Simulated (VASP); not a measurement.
# ZnS (P1) in VASP: single point with PBE

Aim: the single point of ZnS with PBE.

All numbers are computed with VASP 6.6.1; they aren't measurements. Logs are shortened: lines on timing, memory, paths and dates and some standing lists are left out, and cuts for length are marked.

### 1 The cell of the first run

The typed cell holds 4 atoms: a = 3.811 Å, b = 3.844 Å, c = 6.235 Å, α = 90.41°, β = 91.14°, γ = 120.85°.

### 2 Single point, PBE (equal xy, yz and zx shear strains of -2 %)

Input file INCAR:

```
PREC     = Accurate       # precision mode
ENCUT    = 520            # plane-wave cutoff, eV
EDIFF    = 1E-7           # SCF threshold, eV
ISMEAR   = -1             # smearing method
SIGMA    = 0.03           # smearing width, eV
LREAL    = F              # projectors in reciprocal space
LASPH    = T              # aspherical terms in the spheres
NELM     = 80             # most SCF steps
ALGO     = Normal         # electronic algorithm
ISIF     = 2              # what is computed and relaxed
LWAVE    = F              # write WAVECAR
LCHARG   = T              # write CHGCAR
GGA      = PE             # functional
LELF     = T              # ELF
LVHAR    = T            
NBANDS   = 26             # bands
```

Input file KPOINTS:

```
regular mesh
0
Gamma
  8 8 5
```

Input file POSCAR:

```
ZnS
1.0
    3.8109987816     -0.0381099878     -0.0381099878
   -1.9385036084      3.3194767525     -0.0139492237
   -0.0623400000     -0.0623400000      6.2340000000
Zn S
2 2
Direct
    0.3333333333      0.6666666667      0.0000000000
    0.6666666667      0.3333333333      0.5000000000
    0.3333333333      0.6666666667      0.3850000000
    0.6666666667      0.3333333333      0.8850000000
```

Potentials or basis: VASP PAW PBE potentials, release 64 (Zn, S).

Launch:

```
$ cat potpaw_PBE.64/Zn/POTCAR potpaw_PBE.64/S/POTCAR > POTCAR
$ mpirun -np 1 vasp_std > vasp.out
```

OUTCAR:

```text
PREC = Accurate
   ENCUT = 520
   EDIFF = 1E-7
   ISMEAR = -1
   LREAL = F
   LASPH = T
   NELM = 80
   ISIF = 2
   GGA = PE

 ion  position               nearest neighbor table
   1  0.333  0.667  0.000-   4 2.28   4 2.33   4 2.34   3 2.40
   2  0.667  0.333  0.500-   3 2.30   3 2.31   3 2.33   4 2.40
   3  0.333  0.667  0.385-   2 2.30   2 2.31   2 2.33   1 2.40
   4  0.667  0.333  0.885-   1 2.28   1 2.33   1 2.34   2 2.40

  LATTYP: Found a triclinic cell.
 ALAT       =     3.7784012730
 B/A-ratio  =     1.0087281861
 C/A-ratio  =     1.6500691479
 COS(alpha) =     0.0198960208
 COS(beta)  =     0.0274156886
 COS(gamma) =     0.4869832429

  Lattice vectors:

 A1 = (   1.8724951732,   3.2813667647,  -0.0520592115)
 A2 = (   3.8109987816,  -0.0381099878,  -0.0381099878)
 A3 = (   0.0623400000,   0.0623400000,  -6.2340000000)

Analysis of symmetry for initial positions (statically):
=====================================================================
 Subroutine PRICEL returns:
 Original cell was already a primitive cell.

 Routine SETGRP: Setting up the symmetry group for a
 triclinic supercell.

 Subroutine GETGRP returns: Found  1 space group operations
 (whereof  1 operations were pure point group operations)
 out of a pool of  2 trial point group operations.

The static configuration has the point symmetry C_1 .

Analysis of symmetry for dynamics (positions and initial velocities):
=====================================================================
 Subroutine PRICEL returns:
 Original cell was already a primitive cell.

 Routine SETGRP: Setting up the symmetry group for a
 triclinic supercell.

 Subroutine GETGRP returns: Found  1 space group operations
 (whereof  1 operations were pure point group operations)
 out of a pool of  2 trial point group operations.

The dynamic configuration has the point symmetry C_1 .

 Subroutine INISYM returns: Found  1 space group operations
 (whereof  1 operations are pure point group operations),
 and found     1 'primitive' translations

----------------------------------------------------------------------------------------

                                     Primitive cell

  volume of cell :      78.3870

  direct lattice vectors                    reciprocal lattice vectors
     3.810998782 -0.038109988 -0.038109988     0.263981995  0.154177425  0.004181594
    -1.938503608  3.319476752 -0.013949224     0.003061139  0.303052802  0.003061139
    -0.062340000 -0.062340000  6.234000000     0.001620637  0.001620637  0.160443064

  length of vectors
     3.811379862  3.844075537  6.234623369     0.305736255  0.303083721  0.160459433

  position of ions in fractional coordinates (direct lattice)
     0.333333333  0.666666667  1.000000000
     0.666666667  0.333333333  0.500000000
     0.333333333  0.666666667  0.385000000
     0.666666667  0.333333333  0.885000000

  ion indices of the primitive-cell ions
   primitive index   ion index
                 1           1
                 2           2
                 3           3
                 4           4

----------------------------------------------------------------------------------------

 KPOINTS: regular mesh

Automatic generation of k-mesh.
 Grid dimensions read from file:
 generate k-points for:    8    8    5

 Generating k-lattice:

  Cartesian coordinates                     Fractional coordinates (reciprocal lattice)
     0.032997749  0.019272178  0.000522699     0.125000000 -0.000000000 -0.000000000
     0.000382642  0.037881600  0.000382642    -0.000000000  0.125000000  0.000000000
     0.000324127  0.000324127  0.032088613    -0.000000000 -0.000000000  0.200000000

  Length of vectors
     0.038217032  0.037885465  0.032091887

  Shift w.r.t. Gamma in fractional coordinates (k-lattice)
     0.000000000  0.000000000  0.000000000

 Subroutine IBZKPT returns following result:
 ===========================================

 Found    162 irreducible k-points:

 Following reciprocal coordinates:
            Coordinates               Weight
  0.000000  0.000000  0.000000      1.000000
  0.125000 -0.000000 -0.000000      2.000000
  0.250000 -0.000000 -0.000000      2.000000
  0.375000 -0.000000 -0.000000      2.000000
  0.500000 -0.000000 -0.000000      1.000000
  0.000000  0.125000  0.000000      2.000000
[... 16 lines left out ...]
  0.125000  0.375000 -0.000000      2.000000
  0.250000  0.375000 -0.000000      2.000000
 [... further k-points ...]
   k-points           NKPTS =    162   k-points in BZ     NKDIM =    162   number of bands    NBANDS=     26
   number of dos      NEDOS =    301   number of ions     NIONS =      4
   total plane-waves  NPLWV =  40320
   dimension x,y,z NGX =    28 NGY =   30 NGZ =   48
   dimension x,y,z NGXF=    56 NGYF=   60 NGZF=   96
   ions per type =               2   2
   NGX,Y,Z   is equivalent  to a cutoff of  12.21, 12.97, 12.80 a.u.
   NGXF,Y,Z  is equivalent  to a cutoff of  24.43, 25.95, 25.60 a.u.
 SYSTEM =  unknown system
   PREC   = accura    normal or accurate (medium, high low for compatibility)
   ISTART =      0    job   : 0-new  1-cont  2-samecut
   ICHARG =      2    charge: 1-file 2-atom 10-const
   ISPIN  =      1    spin polarized calculation?
   LNONCOLLINEAR =      F non collinear calculations
   LSORBIT =      F    spin-orbit coupling
   LASPH  =      T    aspherical Exc in radial PAW
   ENCUT  =  520.0 eV  38.22 Ry    6.18 a.u.   7.09  7.15 11.59*2*pi/ulx,y,z
   NELM   =     80;   NELMIN=  2; NELMDL= -5     # of ELM steps
   EDIFF  = 0.1E-06   stopping-criterion for ELM
   LREAL  =      F    real-space projection
   EDIFFG = 0.1E-05   stopping-criterion for IOM
   NSW    =      0    number of steps for IOM
   IBRION =     -1    ionic relax: 0-MD 1-quasi-New 2-CG
   NFREE  =      0    steps in history (QN), initial steepest desc. (CG)
   ISIF   =      2    stress and relaxation
   ISYM   =      2    0-nonsym 1-usesym 2-fastsym
   POTIM  = 0.5000    time-step for ionic-motion
   TEBEG  =    0.0;   TEEND  =   0.0 temperature during run
   PSTRESS=    0.0 pullay stress
   NELECT =      36.0000    total number of electrons
   NUPDOWN=      -1.0000    fix difference up-down
   EMIN   =  10.00;   EMAX   =-10.00  energy-range for DOS
   EFERMI =   0.00;   METHOD = LEGACY
   ISMEAR =    -1;   SIGMA  =   0.03  broadening in eV -4-tet -1-fermi 0-gaus
   EFERMI_NEDOS =   21; number of points for ismear=-14 and -15
   IALGO  =     38    algorithm
   IMIX   =      4    mixing-type and parameters
     AMIX     =   0.40;   BMIX     =  1.00
     AMIX_MAG =   1.60;   BMIX_MAG =  1.00
  volume/ion in A,a.u.               =      19.60       132.25
  Fermi-wavevector in a.u.,A,eV,Ry     =   1.263071  2.386858 21.706026  1.595348
  Thomas-Fermi vector in A             =   2.396447
   LORBIT       =      0    0 simple, 1 ext, 2 COOP (PROOUT), +10 PAW based schemes
   GGA     = PE    functional components
   LHFCALC =     F    Hartree Fock is set to
   AEXX    =    0.0000 exact exchange contribution
   IVDW    =     0    specifies the selected vdW correction
   LEPSILON=     F    determine dielectric tensor
   LRPA    =     F    only Hartree local field effects (RPA)
 non-spin polarized calculation
  energy-cutoff  :      520.00
  volume of cell :       78.39
 maximum number of plane-waves:      2128
   NGX = 15   NGY = 15   NGZ = 23

 number of electron      35.9999987 magnetization

 Free energy of the ion-electron system (eV)
  ---------------------------------------------------
  ext. energy  EPLUGINS =         0.00000000
  ---------------------------------------------------
  free energy    TOTEN  =       -13.64037103 eV

  energy without entropy =      -13.64037103  energy(sigma->0) =      -13.64037103

 E-fermi :   2.7984     XC(G=0):  -9.6531

 val. band max:        2.2305860839   @ k =   0.0000   0.0000   0.0000
 cond. band min:       4.4118879481   @ k =   0.0000   0.0000   0.0000
 fundamental gap:      2.1813018642
 Fermi energy:         2.7983680639

 k-point     1 :       0.0000    0.0000    0.0000
  band No.  band energies     occupation
      1     -11.0304      2.00000
      2     -10.1058      2.00000
      3      -4.2105      2.00000
      4      -4.2046      2.00000
      5      -4.1466      2.00000
      6      -4.1404      2.00000
[... 18 lines left out ...]
     25       9.8880      0.00000
     26      11.4818      0.00000

 k-point     2 :       0.1250   -0.0000   -0.0000
  band No.  band energies     occupation
      1     -10.9214      2.00000
      2     -10.0429      2.00000
      3      -4.2190      2.00000
      4      -4.1784      2.00000
      5      -4.1311      2.00000
      6      -4.1128      2.00000
[... 18 lines left out ...]
     25      10.1898      0.00000
     26      10.8702      0.00000

 k-point     3 :       0.2500   -0.0000   -0.0000
  band No.  band energies     occupation
      1     -10.6287      2.00000
      2      -9.8957      2.00000
      3      -4.2203      2.00000
      4      -4.1203      2.00000
      5      -4.1038      2.00000
      6      -4.0372      2.00000
[... 18 lines left out ...]
     25      10.6783      0.00000
     26      11.1207      0.00000

 k-point     4 :       0.3750   -0.0000   -0.0000
  band No.  band energies     occupation
      1     -10.2663      2.00000
      2      -9.7769      2.00000
      3      -4.1864      2.00000
      4      -4.0753      2.00000
      5      -4.0386      2.00000
      6      -3.9275      2.00000
[... 18 lines left out ...]
     25      11.0616      0.00000
     26      12.5243      0.00000
[... 496 lines left out ...]
      1     -10.2860      2.00000
      2      -9.7860      2.00000
      3      -4.1865      2.00000
      4      -4.0830      2.00000
      5      -4.0465      2.00000
      6      -3.9396      2.00000
[... 18 lines left out ...]
     25      10.9967      0.00000
     26      12.4103      0.00000

 k-point    23 :       0.1250    0.3750   -0.0000
  band No.  band energies     occupation
      1     -10.0979      2.00000
      2      -9.7656      2.00000
      3      -4.1464      2.00000
      4      -4.0691      2.00000
      5      -3.9379      2.00000
      6      -3.9120      2.00000
[... 18 lines left out ...]
     25      11.3276      0.00000
     26      12.1787      0.00000

 k-point    24 :       0.2500    0.3750   -0.0000
  band No.  band energies     occupation
      1      -9.9342      2.00000
      2      -9.7932      2.00000
      3      -4.1359      2.00000
      4      -4.0005      2.00000
      5      -3.9165      2.00000
      6      -3.8620      2.00000
[... 18 lines left out ...]
     25      11.8192      0.00000
     26      12.0749      0.00000

 [... further k-points ...]

------------------------ aborting loop because EDIFF is reached ----------------------------------------

  FORCE on cell =-STRESS in cart. coord.  units (eV):
  Direction    XX          YY          ZZ          XY          YZ          ZX
  --------------------------------------------------------------------------------------
  -------------------------------------------------------------------------------------
  Total        1.5968043      1.5877088      0.5659051      0.5885710      0.3582754      0.3593218
  in kB       32.6376142     32.4517085     11.5667230     12.0299986      7.3229102      7.3442983
  external PRESSURE =      25.5520153 kB  Pullay stress =       0.0000000 kB

 VOLUME and BASIS-vectors are now :
 -----------------------------------------------------------------------------
  energy-cutoff  :      520.00
  volume of cell :       78.39
      direct lattice vectors                 reciprocal lattice vectors
     3.810998782 -0.038109988 -0.038109988     0.263981995  0.154177425  0.004181594
    -1.938503608  3.319476752 -0.013949224     0.003061139  0.303052802  0.003061139
    -0.062340000 -0.062340000  6.234000000     0.001620637  0.001620637  0.160443064

 POSITION                                       TOTAL-FORCE (eV/Angst)
 -----------------------------------------------------------------------------------
     -0.02200      2.20028     -0.02200         0.210133      0.090608      0.330170
      1.86333      1.04992      3.08694        -0.037821      0.080818      0.323049
     -0.04600      2.17628      2.37809         0.069031     -0.081474     -0.320916
      1.83933      1.02591      5.48703        -0.241343     -0.089952     -0.332303
 -----------------------------------------------------------------------------------
    total drift:                                0.000076      0.000013      0.000489

  FREE ENERGIE OF THE ION-ELECTRON SYSTEM (eV)
  ---------------------------------------------------
  free  energy   TOTEN  =       -13.6403710289 eV

  energy  without entropy=      -13.6403710289  energy(sigma->0) =      -13.64037103
```

It took 4.5 min on 1 thread of Intel Xeon 8259CL, shared host; peak memory 0.39 GiB.

What came out:

```
Free energy            : -13.6404 eV
Pressure               : 2.6 GPa
Largest force          : 0.420 eV/Å
Band gap on the k mesh : 2.18 eV
```

Forces on the atoms (eV/Å):
```
Zn   0.210  0.091  0.330
Zn  -0.038  0.081  0.323
S    0.069 -0.081 -0.321
S   -0.241 -0.090 -0.332
```

Levels at points of the mesh, in eV from the valence-band top:
```tsv
k point	band 15	band 16	band 17	band 18	band 19	band 20	band 21	band 22
(0.00, 0.00, 0.00)	-0.89	-0.11	-0.11	0.00	2.18	2.93	6.14	6.34
(0.50, 0.00, 0.00)	-3.17	-2.40	-1.63	-1.12	3.43	4.12	5.12	6.97
(0.00, 0.50, 0.00)	-3.22	-2.31	-1.62	-1.04	3.55	4.20	5.12	7.08
(0.50, 0.50, 0.00)	-3.27	-2.22	-1.62	-0.97	3.68	4.27	5.12	7.20
```

Caveat: the cell differs from its parent crystal (equal xy, yz and zx shear strains of -2 %).
